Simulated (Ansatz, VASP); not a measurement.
**Two plane-wave programs on Cu**

```
CELL_PARAMETERS angstrom
0.00000 2.51687 2.51687
2.51687 0.00000 2.51687
2.51687 2.51687 0.00000
ATOMIC_POSITIONS crystal
Cu 0.12500 0.12500 0.12500
Cu 0.87500 0.87500 0.87500
```

Alike in both runs: task relaxation of cell and atoms; functional LDA; k mesh 11 × 11 × 11; occupations fermi-dirac, width 0.1 eV; no spin polarisation.

```csv
,VASP,Ansatz
version,VASP 6.6.1,Ansatz 0.2.0
potentials or method,"VASP PAW LDA potentials, release 64 (Cu_sv_GW), cutoff 700 eV","plane waves (420 eV) with PAW, scalar-relativistic"
valence electrons in the cell,38,38
```

Ansatz gave:

```
relaxed volume (Å³/atom)                                     : 17.06
relaxed cell length with the largest relative difference (Å) : 3.641
```

Question: Which values does VASP return?

Answer: Relaxed volume (Å³/atom): 16.43; relaxed cell length with the largest relative difference (Å): 3.595.

Ansatz warns that its potentials were made for another functional, while VASP's fit it. LDA's correlation is that of Perdew and Zunger in VASP and of Perdew and Wang (1992) in Ansatz.
